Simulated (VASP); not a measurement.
# Au (Fm-3m) in VASP: notebook

Au is run at these levels: LDA; tasks: single point, relaxation of cell and atoms.

Everything below comes from runs of VASP 6.6.1. Logs are shortened: lines on timing, memory, paths and dates and some standing lists are left out, and cuts for length are marked.

### 1 The cell of the first run

It takes space group Fm-3m (No. 225, cubic). The conventional cell has a = 4.047 Å, b = 4.047 Å, c = 4.047 Å, α = 90.00°, β = 90.00°, γ = 90.00°. Au (site symmetry m-3m) has 12 Au at 2.86 Å within 3.8 Å.

### 2 Single point, LDA

Input file INCAR:

```
SYSTEM = Au
  PREC = Accurate
  ENCUT = 520
  EDIFF = 1E-7
  ISMEAR = 0
  SIGMA = 0.05
  LREAL = .False.
  LASPH = .True.
  NELM = 100
  ALGO = Normal
  ISIF = 2
  LWAVE = .False.
  LCHARG = .False.
  GGA = CA
  NBANDS = 12
```

Input file KPOINTS:

```
Automatic mesh
0
Gamma
  9 9 9
  0 0 0
```

Input file POSCAR:

```
Au
1.0
    0.0000000000      2.0236196756      2.0236196756
    2.0236196756      0.0000000000      2.0236196756
    2.0236196756      2.0236196756      0.0000000000
Au
1
Direct
    0.0000000000      0.0000000000      0.0000000000
```

Potentials or basis: VASP PAW LDA potentials, release 64 (Au).

Command:

```console
> cat potpaw_LDA.64/Au/POTCAR > POTCAR
> mpirun -np 1 vasp_std > vasp.out
```

OUTCAR:

```text
SYSTEM = Au
   PREC = Accurate
   ENCUT = 520
   EDIFF = 1E-7
   ISMEAR = 0
   LREAL = .False.
   LASPH = .True.
   NELM = 100
   ISIF = 2
   GGA = CA

 ion  position               nearest neighbor table
   1  0.000  0.000  0.000-

  LATTYP: Found a face centered cubic cell.
 ALAT       =     4.0472393512

  Lattice vectors:

 A1 = (   0.0000000000,   2.0236196756,   2.0236196756)
 A2 = (   2.0236196756,   0.0000000000,   2.0236196756)
 A3 = (   2.0236196756,   2.0236196756,   0.0000000000)

Analysis of symmetry for initial positions (statically):
=====================================================================
 Subroutine PRICEL returns:
 Original cell was already a primitive cell.

 Routine SETGRP: Setting up the symmetry group for a
 face centered cubic supercell.

 Subroutine GETGRP returns: Found 48 space group operations
 (whereof 48 operations were pure point group operations)
 out of a pool of 48 trial point group operations.

The static configuration has the point symmetry O_h .

Analysis of symmetry for dynamics (positions and initial velocities):
=====================================================================
 Subroutine PRICEL returns:
 Original cell was already a primitive cell.

 Routine SETGRP: Setting up the symmetry group for a
 face centered cubic supercell.

 Subroutine GETGRP returns: Found 48 space group operations
 (whereof 48 operations were pure point group operations)
 out of a pool of 48 trial point group operations.

The dynamic configuration has the point symmetry O_h .

 Subroutine INISYM returns: Found 48 space group operations
 (whereof 48 operations are pure point group operations),
 and found     1 'primitive' translations

----------------------------------------------------------------------------------------

                                     Primitive cell

  volume of cell :      16.5736

  direct lattice vectors                    reciprocal lattice vectors
     0.000000000  2.023619676  2.023619676    -0.247082002  0.247082002  0.247082002
     2.023619676  0.000000000  2.023619676     0.247082002 -0.247082002  0.247082002
     2.023619676  2.023619676  0.000000000     0.247082002  0.247082002 -0.247082002

  length of vectors
     2.861830390  2.861830390  2.861830390     0.427958580  0.427958580  0.427958580

  position of ions in fractional coordinates (direct lattice)
     0.000000000  0.000000000  0.000000000

  ion indices of the primitive-cell ions
   primitive index   ion index
                 1           1

----------------------------------------------------------------------------------------

 KPOINTS: Automatic mesh

Automatic generation of k-mesh.
 Grid dimensions read from file:
 generate k-points for:    9    9    9

 Generating k-lattice:

  Cartesian coordinates                     Fractional coordinates (reciprocal lattice)
    -0.027453556  0.027453556  0.027453556     0.111111111  0.000000000  0.000000000
     0.027453556 -0.027453556  0.027453556     0.000000000  0.111111111  0.000000000
     0.027453556  0.027453556 -0.027453556     0.000000000  0.000000000  0.111111111

  Length of vectors
     0.047550953  0.047550953  0.047550953

  Shift w.r.t. Gamma in fractional coordinates (k-lattice)
     0.000000000  0.000000000  0.000000000

 Subroutine IBZKPT returns following result:
 ===========================================

 Found     35 irreducible k-points:

 Following reciprocal coordinates:
            Coordinates               Weight
  0.000000  0.000000  0.000000      1.000000
  0.111111  0.000000  0.000000      8.000000
  0.222222  0.000000  0.000000      8.000000
  0.333333  0.000000  0.000000      8.000000
  0.444444  0.000000  0.000000      8.000000
  0.111111  0.111111  0.000000      6.000000
[... 16 lines left out ...]
 -0.333333  0.333333  0.000000     12.000000
  0.444444  0.444444  0.000000      6.000000
 [... further k-points ...]
   k-points           NKPTS =     35   k-points in BZ     NKDIM =     35   number of bands    NBANDS=     12
   number of dos      NEDOS =    301   number of ions     NIONS =      1
   total plane-waves  NPLWV =  13824
   dimension x,y,z NGX =    24 NGY =   24 NGZ =   24
   dimension x,y,z NGXF=    48 NGYF=   48 NGZF=   48
   ions per type =               1
   NGX,Y,Z   is equivalent  to a cutoff of  13.94, 13.94, 13.94 a.u.
   NGXF,Y,Z  is equivalent  to a cutoff of  27.88, 27.88, 27.88 a.u.
 SYSTEM =  Au
   PREC   = accura    normal or accurate (medium, high low for compatibility)
   ISTART =      0    job   : 0-new  1-cont  2-samecut
   ICHARG =      2    charge: 1-file 2-atom 10-const
   ISPIN  =      1    spin polarized calculation?
   LNONCOLLINEAR =      F non collinear calculations
   LSORBIT =      F    spin-orbit coupling
   LASPH  =      T    aspherical Exc in radial PAW
   ENCUT  =  520.0 eV  38.22 Ry    6.18 a.u.   5.32  5.32  5.32*2*pi/ulx,y,z
   NELM   =    100;   NELMIN=  2; NELMDL= -5     # of ELM steps
   EDIFF  = 0.1E-06   stopping-criterion for ELM
   LREAL  =      F    real-space projection
   EDIFFG = 0.1E-05   stopping-criterion for IOM
   NSW    =      0    number of steps for IOM
   IBRION =     -1    ionic relax: 0-MD 1-quasi-New 2-CG
   NFREE  =      0    steps in history (QN), initial steepest desc. (CG)
   ISIF   =      2    stress and relaxation
   ISYM   =      2    0-nonsym 1-usesym 2-fastsym
   POTIM  = 0.5000    time-step for ionic-motion
   TEBEG  =    0.0;   TEEND  =   0.0 temperature during run
   PSTRESS=    0.0 pullay stress
   NELECT =      11.0000    total number of electrons
   NUPDOWN=      -1.0000    fix difference up-down
   EMIN   =  10.00;   EMAX   =-10.00  energy-range for DOS
   EFERMI =   0.00;   METHOD = LEGACY
   ISMEAR =     0;   SIGMA  =   0.05  broadening in eV -4-tet -1-fermi 0-gaus
   EFERMI_NEDOS =   21; number of points for ismear=-14 and -15
   IALGO  =     38    algorithm
   IMIX   =      4    mixing-type and parameters
     AMIX     =   0.40;   BMIX     =  1.00
     AMIX_MAG =   1.60;   BMIX_MAG =  1.00
  volume/ion in A,a.u.               =      16.57       111.84
  Fermi-wavevector in a.u.,A,eV,Ry     =   1.428017  2.698562 27.745459  2.039234
  Thomas-Fermi vector in A             =   2.548125
   LORBIT       =      0    0 simple, 1 ext, 2 COOP (PROOUT), +10 PAW based schemes
   GGA     = CA    functional components
   LHFCALC =     F    Hartree Fock is set to
   AEXX    =    0.0000 exact exchange contribution
   IVDW    =     0    specifies the selected vdW correction
   LEPSILON=     F    determine dielectric tensor
   LRPA    =     F    only Hartree local field effects (RPA)
 non-spin polarized calculation
 Gauss-broadening in eV      SIGMA  =   0.05
  energy-cutoff  :      520.00
  volume of cell :       16.57
 maximum number of plane-waves:       459
 NGX is ok and might be reduce to    24
   NGX = 11   NGY = 11   NGZ = 11

 number of electron      10.9999999 magnetization

 Free energy of the ion-electron system (eV)
  ---------------------------------------------------
  ext. energy  EPLUGINS =         0.00000000
  ---------------------------------------------------
  free energy    TOTEN  =        -4.46989958 eV

  energy without entropy =       -4.46971464  energy(sigma->0) =       -4.46980711

 E-fermi :   9.7029     XC(G=0): -13.1437

 val. band max:        9.3564055085   @ k =   0.4444   0.3333   0.0000
 cond. band min:       9.7267200003   @ k =   0.4444   0.4444   0.0000
 fundamental gap:      0.3703144917
 Fermi energy:         9.7028731865

 k-point     1 :       0.0000    0.0000    0.0000
  band No.  band energies     occupation
      1      -0.4486      2.00000
      2       4.9056      2.00000
      3       4.9056      2.00000
      4       4.9056      2.00000
      5       6.5203      2.00000
      6       6.5203      2.00000
      7      24.2096      0.00000
      8      28.3214      0.00000
      9      28.3214      0.00000
     10      28.3214      0.00000
     11      33.4404      0.00000
     12      38.3401      0.00000

 k-point     2 :       0.1111    0.0000    0.0000
  band No.  band energies     occupation
      1      -0.0143      2.00000
      2       4.7708      2.00000
      3       5.0481      2.00000
      4       5.0481      2.00000
      5       6.4635      2.00000
      6       6.4635      2.00000
      7      24.6843      0.00000
      8      26.1568      0.00000
      9      28.8575      0.00000
     10      28.8575      0.00000
     11      33.8794      0.00000
     12      36.2331      0.00000

 k-point     3 :       0.2222    0.0000    0.0000
  band No.  band energies     occupation
      1       1.0960      2.00000
      2       4.6664      2.00000
      3       5.2141      2.00000
      4       5.2141      2.00000
      5       6.5755      2.00000
      6       6.5755      2.00000
      7      22.1536      0.00000
      8      25.4671      0.00000
      9      29.9383      0.00000
     10      29.9383      0.00000
     11      31.6232      0.00000
     12      33.3123      0.00000
[... 286 lines left out ...]
 k-point    23 :      -0.3333    0.3333    0.0000
  band No.  band energies     occupation
      1       3.3543      2.00000
      2       4.2021      2.00000
      3       5.1032      2.00000
      4       6.3919      2.00000
      5       7.3094      2.00000
      6      12.2179      0.00000
      7      16.3106      0.00000
      8      17.0681      0.00000
      9      24.2203      0.00000
     10      26.9403      0.00000
     11      35.1260      0.00000
     12      35.6087      0.00000

 k-point    24 :       0.4444    0.4444    0.0000
  band No.  band energies     occupation
      1       2.4601      2.00000
      2       2.7939      2.00000
      3       7.7076      2.00000
      4       7.9778      2.00000
      5       7.9778      2.00000
      6       9.7267      0.50000
      7      16.9097      0.00000
      8      20.0770      0.00000
      9      20.0770      0.00000
     10      27.1954      0.00000
     11      29.8645      0.00000
     12      37.4774      0.00000

 [... further k-points ...]
[... 5 lines left out ...]
  --------------------------------------------------------------------------------------
  -------------------------------------------------------------------------------------
  Total        0.0517381      0.0517381      0.0517381      0.0000000      0.0000000     -0.0000000
  in kB        5.0015512      5.0015512      5.0015512      0.0000000      0.0000000     -0.0000000
  external PRESSURE =       5.0015512 kB  Pullay stress =       0.0000000 kB

 VOLUME and BASIS-vectors are now :
 -----------------------------------------------------------------------------
  energy-cutoff  :      520.00
  volume of cell :       16.57
      direct lattice vectors                 reciprocal lattice vectors
     0.000000000  2.023619676  2.023619676    -0.247082002  0.247082002  0.247082002
     2.023619676  0.000000000  2.023619676     0.247082002 -0.247082002  0.247082002
     2.023619676  2.023619676  0.000000000     0.247082002  0.247082002 -0.247082002

 POSITION                                       TOTAL-FORCE (eV/Angst)
 -----------------------------------------------------------------------------------
      0.00000      0.00000      0.00000         0.000000      0.000000      0.000000
 -----------------------------------------------------------------------------------
    total drift:                               -0.000000      0.000000      0.000000

  FREE ENERGIE OF THE ION-ELECTRON SYSTEM (eV)
  ---------------------------------------------------
  free  energy   TOTEN  =        -4.4698995758 eV

  energy  without entropy=       -4.4697146359  energy(sigma->0) =       -4.46980711
```

Wall time 3.8 s (1 thread of Intel Xeon Platinum 8488C (Sapphire Rapids), shared host); peak memory 0.13 GiB.

What came out:

* Free energy: -4.4699 eV
* Pressure: 0.5 GPa

Caveat: spin-orbit coupling is left out, which moves the levels of the heavy elements.

### 3 Relaxation of cell and atoms, LDA

This run uses another cell than the first one, of 16.85 Å³/atom, 1.017 times its volume.

Input file INCAR:

```
  PREC = Accurate
  ENCUT = 600
  EDIFF = 1E-6
  ISMEAR = 0
  SIGMA = 0.05
  LREAL = F
  LASPH = T
  NELM = 60
  ALGO = Normal
  ISIF = 3
  LWAVE = F
  LCHARG = F
  GGA = CA
  IBRION = 2
  NSW = 80
  EDIFFG = -0.01
```

Input file KPOINTS:

```
Automatic mesh
0
Gamma
  9 9 9
```

Input file POSCAR:

```
Au
1.0
    0.0000000000      2.0350000000      2.0350000000
    2.0350000000      0.0000000000      2.0350000000
    2.0350000000      2.0350000000      0.0000000000
Au
1
Direct
    0.0000000000      0.0000000000      0.0000000000
```

Potentials or basis: VASP PAW LDA potentials, release 64 (Au).

Command:

```console
> cat potpaw_LDA.64/Au/POTCAR > POTCAR
> mpirun -np 1 vasp_std > vasp.out
```

OUTCAR:

```text
PREC = Accurate
   ENCUT = 600
   EDIFF = 1E-6
   ISMEAR = 0
   LREAL = F
   LASPH = T
   NELM = 60
   ISIF = 3
   GGA = CA
   IBRION = 2
   NSW = 80
   EDIFFG = -0.01

 ion  position               nearest neighbor table
   1  0.000  0.000  0.000-

  LATTYP: Found a face centered cubic cell.
 ALAT       =     4.0700000000

  Lattice vectors:

 A1 = (   0.0000000000,   2.0350000000,   2.0350000000)
 A2 = (   2.0350000000,   0.0000000000,   2.0350000000)
 A3 = (   2.0350000000,   2.0350000000,   0.0000000000)

Analysis of symmetry for initial positions (statically):
=====================================================================
 Subroutine PRICEL returns:
 Original cell was already a primitive cell.

 Routine SETGRP: Setting up the symmetry group for a
 face centered cubic supercell.

 Subroutine GETGRP returns: Found 48 space group operations
 (whereof 48 operations were pure point group operations)
 out of a pool of 48 trial point group operations.

The static configuration has the point symmetry O_h .

Analysis of symmetry for dynamics (positions and initial velocities):
=====================================================================
 Subroutine PRICEL returns:
 Original cell was already a primitive cell.

 Routine SETGRP: Setting up the symmetry group for a
 face centered cubic supercell.

[... 159 lines left out ...]
  Total       -0.2705703     -0.2705703     -0.2705703     -0.0000000     -0.0000000      0.0000000
  in kB      -25.7197925    -25.7197925    -25.7197925     -0.0000000     -0.0000000      0.0000000
  external PRESSURE =     -25.7197925 kB  Pullay stress =       0.0000000 kB
[... 22 lines left out ...]
--------------------------------------- Ionic step        2  -------------------------------------------

 number of electron      11.0000000 magnetization

 E-fermi :  10.0441     XC(G=0): -13.2755

 val. band max:        9.7487950658   @ k =   0.4444   0.3333   0.0000
 cond. band min:      10.0679195926   @ k =   0.4444   0.4444   0.0000
 fundamental gap:      0.3191245268
 Fermi energy:        10.0440727784

 k-point     1 :       0.0000    0.0000    0.0000
  band No.  band energies     occupation
      1      -0.2969      2.00000
      2       5.1761      2.00000
      3       5.1761      2.00000
      4       5.1761      2.00000
      5       6.8557      2.00000
      6       6.8557      2.00000
      7      24.5670      0.00000
      8      28.8105      0.00000
      9      28.8105      0.00000
[... 310 lines left out ...]
--------------------------------------- Ionic step        3  -------------------------------------------

 number of electron      10.9999999 magnetization

 Free energy of the ion-electron system (eV)
  ---------------------------------------------------
  ext. energy  EPLUGINS =         0.00000000
  ---------------------------------------------------
  free energy    TOTEN  =        -4.46997519 eV

  energy without entropy =       -4.46979025  energy(sigma->0) =       -4.46988272

 E-fermi :   9.6554     XC(G=0): -13.1251

 val. band max:        9.3018139508   @ k =   0.4444   0.3333   0.0000
 cond. band min:       9.6792933828   @ k =   0.4444   0.4444   0.0000
 fundamental gap:      0.3774794320
 Fermi energy:         9.6554465684

 k-point     1 :       0.0000    0.0000    0.0000
  band No.  band energies     occupation
      1      -0.4696      2.00000
      2       4.8678      2.00000
      3       4.8678      2.00000
      4       4.8678      2.00000
      5       6.4735      2.00000
      6       6.4735      2.00000
      7      24.1595      0.00000
      8      28.2528      0.00000
      9      28.2528      0.00000
[... 304 lines left out ...]
  FREE ENERGIE OF THE ION-ELECTRON SYSTEM (eV)
  ---------------------------------------------------
  free  energy   TOTEN  =        -4.4699751871 eV

  energy  without entropy=       -4.4697902472  energy(sigma->0) =       -4.46988272

 reached required accuracy - stopping structural energy minimisation
```

CONTCAR:

```text
Au
   1.00000000000000
     0.0000000000000000    2.0257697364944365    2.0257697364944365
     2.0257697364944365   -0.0000000000000000    2.0257697364944365
     2.0257697364944365    2.0257697364944365    0.0000000000000000
  Au
     1
Direct
     0.0000000000000000    0.0000000000000000    0.0000000000000000

  0.00000000E+00  0.00000000E+00  0.00000000E+00
```

Run time: 6.2 s. Hardware: 1 thread of Intel Xeon Platinum 8488C (Sapphire Rapids), shared host; peak memory 0.14 GiB.

What came out:

* Free energy: -4.4700 eV
* Relaxed volume: 16.63 Å³/atom
* Relaxed cell: a = 2.865 Å, b = 2.865 Å, c = 2.865 Å, α = 60.00°, β = 60.00°, γ = 60.00°
* Space group after relaxing (to 0.05 Å): Fm-3m (No. 225)
* Energy gained by relaxing: 1.9 meV/atom
* Ionic steps: 3
* Pressure after relaxing: 0.0 GPa

The path:
```tsv
step	energy change (eV)	largest force (eV/Å)	pressure (GPa)	volume (Å³)
1	0.0000	0.0000	-2.57	16.85
2	0.0050	0.0000	5.38	16.20
3	-0.0019	0.0000	-0.03	16.63
```

Final structure:
```
Au
1.0
     0.00000    2.02577    2.02577
     2.02577    0.00000    2.02577
     2.02577    2.02577    0.00000
Au
1
Direct
  0.00000 0.00000 0.00000
```

Caveat: spin-orbit coupling is left out, which moves the levels of the heavy elements.
